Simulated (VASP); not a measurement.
A run of VASP 6.6.1:

The input INCAR:

```
PREC = Accurate ; ENCUT = 520
EDIFF = 1E-6 ; ISMEAR = 0
SIGMA = 0.01 ; LREAL = F
LASPH = T ; NELM = 150
ALGO = Normal ; ISIF = 2
LWAVE = F ; LCHARG = T
LNONCOLLINEAR = T ; MAGMOM = 0 0 0 0 0 0 0 0 0 0 0 0
LORBIT = 11 ; LSORBIT = T
GGA_COMPAT = F ; LORBMOM = T
GGA = PE ; LVHAR = T
NBANDS = 54
```

KPOINTS

```
Automatic mesh
0
Gamma
  6 6 4
```

POSCAR

```
PbS
1.0
    4.9970307003      0.0000000000      0.0000000000
   -2.4985153501      4.3275555300      0.0000000000
    0.0000000000      0.0000000000      5.9976965852
Pb S
2 2
Direct
    0.3333333333      0.6666666667     -0.0640827495
    0.6666666667      0.3333333333      0.4359172505
    0.3333333333      0.6666666667      0.4390827495
    0.6666666667      0.3333333333      0.9390827495
```

Potentials or basis: VASP PAW PBE potentials, release 64 (Pb_d, S).

Run with:

```console
$ cat potpaw_PBE.64/Pb_d/POTCAR potpaw_PBE.64/S/POTCAR > POTCAR
$ mpirun -np 1 vasp_ncl > vasp.out
```

Hardware: 1 thread of Intel Xeon 8259CL, with other jobs on the host.

Problem. How long does it take, and how much memory?

Solution. Run time: 10 min on 1 thread of Intel Xeon 8259CL, on a shared host, peak memory 0.71 GiB. Counts: scf iterations 15, k points 28.
